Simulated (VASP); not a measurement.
N2, 2 atoms in the cell. The cell holds a molecule in a box, 2 atoms: a = 9.000 Å, b = 9.500 Å, c = 10.000 Å, α = 90.00°, β = 90.00°, γ = 90.00°. 

```yaml
Program: VASP 6.6.1
Task: relaxation of the atoms
Functional: PBE
Potentials_or_basis: VASP PAW PBE potentials, release 64 (N)
Cutoff: 520 eV
k_mesh: 1 × 1 × 1
Occupations: fermi-dirac, width 0.02 eV
Spin: no spin polarisation
Dipole_correction: no
Further_INCAR_settings: ALGO = Normal; EDIFF = 1e-06; IBRION = 2; EDIFFG = -0.03; NSW = 80
```

Potentials or basis: VASP PAW PBE potentials, release 64 (N).

The run is started by

```console
$ cat potpaw_PBE.64/N/POTCAR > POTCAR
$ mpirun -np 1 vasp_gam > vasp.out
```

Hardware: 1 thread of AMD EPYC 7R43 64-Core Processor (Zen 3), with other jobs on the host.

How long does it take, and how much memory?

Wall time 2.1 min on 1 thread of AMD EPYC 7R43 64-Core Processor (Zen 3), with other jobs on the host, peak memory 0.74 GiB. Counts: scf iterations 43, k points 1, ion steps 3.
